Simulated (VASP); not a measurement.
Input of a VASP 6.6.1 run:

Contents of INCAR:

```
PREC     = Accurate       # precision mode
ENCUT    = 520            # plane-wave cutoff, eV
EDIFF    = 1E-7           # SCF threshold, eV
ISMEAR   = 0              # smearing method
SIGMA    = 0.1            # smearing width, eV
LREAL    = False          # projectors in reciprocal space
LASPH    = True           # aspherical terms in the spheres
NELM     = 60             # most SCF steps
ALGO     = Normal         # electronic algorithm
ISIF     = 2              # what is computed and relaxed
LWAVE    = False          # write WAVECAR
LCHARG   = False          # write CHGCAR
GGA      = PE             # functional
NBANDS   = 19             # bands
```

The input KPOINTS:

```
regular mesh
0
Gamma
  6 6 2
```

The input POSCAR:

```
Al3B2N
1.0
    4.2406180314      0.0000000000      0.0000000000
    0.0000000000      4.2406180314      0.0000000000
    0.0000000000      0.0000000000      4.2532428194
Al B N
3 2 1
Direct
    0.0000000000      0.0000000000      0.0000000000
    0.0000000000      0.5000000000      0.5000000000
    0.5000000000      0.0000000000      0.5000000000
    0.0000000000      0.5000000000      0.0000000000
    0.5000000000      0.0000000000      0.0000000000
    0.5000000000      0.5000000000      0.0000000000
```

Potentials or basis: VASP PAW PBE potentials, release 64 (Al, B, N).

The run is started by

```bash
$ cat potpaw_PBE.64/Al/POTCAR potpaw_PBE.64/B/POTCAR potpaw_PBE.64/N/POTCAR > POTCAR
$ mpirun -np 1 vasp_std > vasp.out
```

**Question.** What does it give for the band gap on the k mesh?

**Answer.** Zero (bands 10 and 11 overlap by 1.09 eV).

**Question.** Predict the pressure.

**Answer.** -0.1 GPa.

Caveat: the k points lie up to 0.74 Å⁻¹ apart, too coarse for converged energies and pressures of a metal.
